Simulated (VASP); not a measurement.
Runs of VASP 6.6.1 on KF. The structure is that of space group Fmmm (No. 69), or close to it. The cells are those of the table. 

```tsv
cell	gap on the mesh (eV)	pressure (GPa)
a = 3.980, b = 3.853, c = 3.702 Å, angles 63.5, 60.1, 56.4°, 2 atoms	(a)	1.3
a = 3.624, b = 3.484, c = 3.702 Å, angles 60.5, 56.8, 62.7°, 2 atoms	6.69	10.6
a = 3.692, b = 3.834, c = 3.970 Å, angles 56.4, 59.9, 63.6°, 2 atoms	5.79	(b)
a = 3.557, b = 3.415, c = 3.702 Å, angles 59.8, 56.1, 64.1°, 2 atoms	6.61	15.8
```

Alike in all rows: task single point; level PBE; potentials or basis VASP PAW PBE potentials, release 64 (K_sv, F); no spin polarisation; k mesh 8 × 8 × 8; cutoff (eV) 520; smearing gaussian 0.05 eV.

Task: Fill in the values left out.

Result: (a) 5.76; (b) 1.6.

Caveats: the cell stands under pressure (at least some runs).

A k mesh can miss the band edges.
